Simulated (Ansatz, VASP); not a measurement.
**Two plane-wave programs on Ti**

File INCAR:

```
SYSTEM = Ti
ALGO     = Normal         ! electronic algorithm
EDIFF    = 1E-6           ! SCF threshold, eV
ENCUT    = 520            ! plane-wave cutoff, eV
GGA      = PE             ! functional
ISIF     = 2              ! what is computed and relaxed
ISMEAR   = 0              ! smearing method
LASPH    = .True.         ! aspherical terms in the spheres
LCHARG   = .True.         ! write CHGCAR
LELF     = .True.         ! ELF
LREAL    = .False.        ! projectors in reciprocal space
LVHAR    = .True.       
LWAVE    = .False.        ! write WAVECAR
NBANDS   = 12             ! bands
NELM     = 60             ! most SCF steps
PREC     = Accurate       ! precision mode
SIGMA    = 0.15           ! smearing width, eV
```

File KPOINTS:

```
k-points
0
Gamma
  20 20 20
  0 0 0
```

POSCAR

```
Ti
1.0
    0.0000000000      2.3991844518      1.5095668571
    2.3991844518      0.0000000000      1.5095668571
    2.3991844518      2.3991844518      0.0000000000
Ti
1
Direct
    0.0000000000      0.0000000000      0.0000000000
```

Input for Ansatz:

```yaml
crystal:
  lattice:
    - [0.0, 2.3991844518, 1.5095668571]
    - [2.3991844518, 0.0, 1.5095668571]
    - [2.3991844518, 2.3991844518, 0.0]
  atoms:
    - { symbol: Ti, position: [0.0, 0.0, 0.0] }
basis:
  ecutwfc: 520.0
kpoints:
  mp_grid: { grid: [20, 20, 20] }
hamiltonian:
  xc: pbe
  pseudopotentials: { kind: paw, azcp: { folder: soft_1 } }
scf:
  occupations: { method: gaussian, width: 0.15 }
output:
  forces: true
  stress: true
  eigenvalues: true
```

Alike in both runs: task single point; functional PBE; k mesh 20 × 20 × 20; occupations gaussian, width 0.15 eV; no spin polarisation.

|  | VASP | Ansatz |
| --- | --- | --- |
| version | VASP 6.6.1 | Ansatz 0.2.0 |
| potentials or method | VASP PAW PBE potentials, release 64 (Ti_sv), cutoff 520 eV | scalar-relativistic, plane waves, PAW |
| valence electrons in the cell | 12 | 12 |

|  | VASP | Ansatz | Ansatz less VASP |
| --- | --- | --- | --- |
| gap on the k mesh at the Fermi level (eV) | none | none | - |
| pressure (GPa) | -0.9 | -0.7 | +0.22 |
| traceless stress, the component that is largest in VASP (GPa) | -0.89 | -0.86 | +0.032 |

A gap of «none» marks a metal or a gap that the smearing closes. The functional is the same, so the differences come from potentials, cutoffs and numerics.
